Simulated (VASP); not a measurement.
Input of a VASP 6.6.1 run:

Contents of INCAR:

```
ALGO     = Fast           # electronic algorithm
EDIFF    = 1E-6           # SCF threshold, eV
ENCUT    = 520            # plane-wave cutoff, eV
GGA      = PE             # functional
ISIF     = 2              # what is computed and relaxed
ISMEAR   = 0              # smearing method
LASPH    = True           # aspherical terms in the spheres
LCHARG   = True           # write CHGCAR
LELF     = True           # ELF
LREAL    = False          # projectors in reciprocal space
LVHAR    = True         
LWAVE    = False          # write WAVECAR
NBANDS   = 12             # bands
NELM     = 60             # most SCF steps
PREC     = Accurate       # precision mode
SIGMA    = 0.1            # smearing width, eV
```

File KPOINTS:

```
k-points
0
Gamma
  18 18 18
```

POSCAR

```
In
1.0
   -1.6951069690      1.6951069690      2.3920932114
    1.6951069690     -1.6951069690      2.3920932114
    1.6951069690      1.6951069690     -2.3920932114
In
1
Direct
    0.0000000000      0.0000000000      0.0000000000
```

Potentials or basis: VASP PAW PBE potentials, release 64 (In_d).

Run with:

```sh
$ cat potpaw_PBE.64/In_d/POTCAR > POTCAR
$ mpirun -np 1 vasp_std > vasp.out
```

(1) Predict the pressure.

(2) What does it give for the band gap on the k mesh?

Answers

(1) 0.0 GPa.

(2) zero (an odd number of electrons rules out a gap without spin polarisation).

Caveat: spin-orbit coupling is left out, which moves the levels of the heavy elements.
